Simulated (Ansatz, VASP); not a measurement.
# Two plane-wave programs on Ti

```
Ti
1.0
     2.95000    0.00000    0.00000
    -1.47500    2.55477    0.00000
     0.00000    0.00000    4.68460
Ti
2
Direct
  0.33333 0.66667 0.75000
  0.66667 0.33333 0.25000
```

Alike in both runs: task relaxation of cell and atoms; functional PBEsol; k mesh 16 × 16 × 10; occupations gaussian, width 0.05 eV; no spin polarisation.

```csv
,VASP,Ansatz
version,VASP 6.6.1,Ansatz 0.2.0
potentials or method,"VASP PAW PBE potentials, release 64 (Ti_sv), cutoff 600 eV","scalar-relativistic, plane waves, PAW"
valence electrons in the cell,24,24
```

|  | VASP | Ansatz | Ansatz less VASP |
| --- | --- | --- | --- |
| relaxed volume (Å³/atom) | 16.67 | 16.71 | +0.044 |
| relaxed cell length with the largest relative difference (Å) | 4.582 | 4.589 | +0.0067 |

VASP's potentials were made for PBE, not for PBEsol.
